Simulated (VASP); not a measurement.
Write the native input for VASP 6.6.1 that does the following.

| Property | Result |
| --- | --- |
| Task | single point |
| Functional | PBE |
| Potentials or basis | VASP PAW PBE potentials, release 64 (Si, C) |
| Cutoff | 520 eV |
| k mesh | 6 × 6 × 4 |
| Occupations | gaussian, width 0.1 eV |
| Spin | no spin polarisation |
| Dipole correction | no |
| Further INCAR settings | ALGO = Normal; EDIFF = 1e-06; NBANDS = 11 |

The structure of SiC lies in POSCAR:

```
SiC
1.0
    2.5044060063      0.0000000028      0.0000000000
   -1.2522030056      2.1688792215      0.0000000000
    0.0000000000      0.0000000000      3.8516617995
Si C
1 1
Direct
    0.0000000000      0.0000000000      0.0000000000
    0.0000000000      0.0000000000      0.5000000000
```

One way to write it, as run:

INCAR

```
SYSTEM = SiC
PREC = Accurate
ENCUT = 520
EDIFF = 1E-6
ISMEAR = 0
SIGMA = 0.1
LREAL = .FALSE.
LASPH = .TRUE.
NELM = 80
ALGO = Normal
ISIF = 2
LWAVE = .FALSE.
LCHARG = .FALSE.
GGA = PE
NBANDS = 11
```

KPOINTS

```
Automatic mesh
0
G
  6 6 4
  0 0 0
```

Potentials or basis: VASP PAW PBE potentials, release 64 (Si, C).

Launch:

```bash
$ cat potpaw_PBE.64/Si/POTCAR potpaw_PBE.64/C/POTCAR > POTCAR
$ mpirun -np 1 vasp_std > vasp.out
```

Results of the run:

```
Pressure               : 0.1 GPa
Band gap on the k mesh : zero (band 4 reaches 13.21 eV, above the bottom of band 5 at 5.91 eV)
```

Caveat: the k points lie up to 0.48 Å⁻¹ apart.

Run time: 5.4 s on 1 thread of AMD EPYC 7R43 64-Core Processor (Zen 3) (shared host), peak memory 0.09 GiB.
